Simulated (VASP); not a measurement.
# Ti: relaxation of cell and atoms with PBE

Ti:

```xyz
2
Lattice="2.9357 0.0000 0.0000 -1.4679 2.5424 0.0000 0.0000 0.0000 4.6409" Properties=species:S:1:pos:R:3 pbc="T T T"
Ti    0.0000    1.6949    1.1602
Ti    1.4679    0.8475    3.4806
```

```
Program                : VASP 6.6.1
Task                   : relaxation of cell and atoms
Functional             : PBE
Potentials or basis    : VASP PAW PBE potentials, release 64 (Ti_sv)
Cutoff                 : 600 eV
k mesh                 : 15 × 15 × 8
Occupations            : gaussian, width 0.1 eV
Spin                   : no spin polarisation
Dipole correction      : no
Further INCAR settings : ALGO = Fast; EDIFF = 1e-06; IBRION = 2; EDIFFG = -0.002; NSW = 100; ISIF = 3
```

```yaml
Relaxed_volume: 17.35 Å³/atom
Relaxed_cell: a = 2.937 Å, b = 2.937 Å, c = 4.646 Å, α = 90.00°, β = 90.00°, γ = 120.00°
Space_group_after_relaxing_to_0.1_Å: P6_3/mmc (No. 194)
Energy_gained_by_relaxing: 0.0 meV/atom
Ionic_steps: 18
Pressure_after_relaxing: 0.0 GPa
Band_gap_on_the_k_mesh: zero (bands 12 and 13 overlap by 1.01 eV)
```

Final structure:
```
Ti
1.0
     2.93689    0.00000    0.00000
    -1.46844    2.54342    0.00000
     0.00000    0.00000    4.64579
Ti
2
Cartesian
  0.0000 1.6956 1.1614
  1.4684 0.8478 3.4843
```

Levels at points of the mesh, in eV from the Fermi level:
```csv
k point,band 9,band 10,band 11,band 12,band 13,band 14,band 15,band 16
"(0.00, 0.00, 0.00)",-6.22,-2.70,0.77,0.77,0.78,0.89,1.27,1.27
"(0.00, 0.00, 0.50)",-4.36,-4.36,0.08,0.08,0.67,0.67,0.67,0.67
```

It took 29 min on 1 thread of Intel Xeon 8259CL, on a shared host, peak memory 0.23 GiB.
